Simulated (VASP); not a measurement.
Write the native input for VASP 6.6.1 that does the following.

```
Task                   : single point
Functional             : PBE
Potentials or basis    : VASP PAW PBE potentials, release 64 (Cd, Se)
Cutoff                 : 520 eV
k mesh                 : 9 × 9 × 4
Occupations            : gaussian, width 0.05 eV
Spin                   : no spin polarisation
Dipole correction      : no
Further INCAR settings : ALGO = Normal; EDIFF = 1e-07; NBANDS = 26
```

The structure of CdSe lies in POSCAR:

```
CdSe
1.0
    4.0835749185      0.0000000000      0.0000000000
   -2.0417874593      3.5364796177      0.0000000000
    0.0000000000      0.0000000000      6.6644400000
Cd Se
2 2
Direct
    0.6666666667      0.3333333333      0.0000000000
    0.3333333333      0.6666666667      0.5000000000
    0.6666666667      0.3333333333      0.3750000000
    0.3333333333      0.6666666667      0.8750000000
```

This cell differs from its parent crystal: strain -0.050 along x and y, -0.050 along z.

The input as run:

INCAR

```
PREC = Accurate ; ENCUT = 520
EDIFF = 1E-7 ; ISMEAR = 0
SIGMA = 0.05 ; LREAL = False
LASPH = True ; NELM = 100
ALGO = Normal ; ISIF = 2
LWAVE = False ; LCHARG = False
GGA = PE ; NBANDS = 26
```

KPOINTS

```
regular mesh
0
Gamma
  9 9 4
```

Potentials or basis: VASP PAW PBE potentials, release 64 (Cd, Se).

Launch:

```bash
$ cat potpaw_PBE.64/Cd/POTCAR potpaw_PBE.64/Se/POTCAR > POTCAR
$ mpirun -np 1 vasp_std > vasp.out
```

It gave:

```yaml
Pressure: 16.2 GPa
Largest_force: 0.014 eV/Å
Band_gap_on_the_k_mesh: 1.01 eV, direct
```

Caveat: the cell differs from its parent crystal (strain -0.050 along x and y, -0.050 along z).

It took 66 s on 1 thread of Intel(R) Xeon(R) 6975P-C (Granite Rapids) (shared host), peak memory 0.24 GiB.
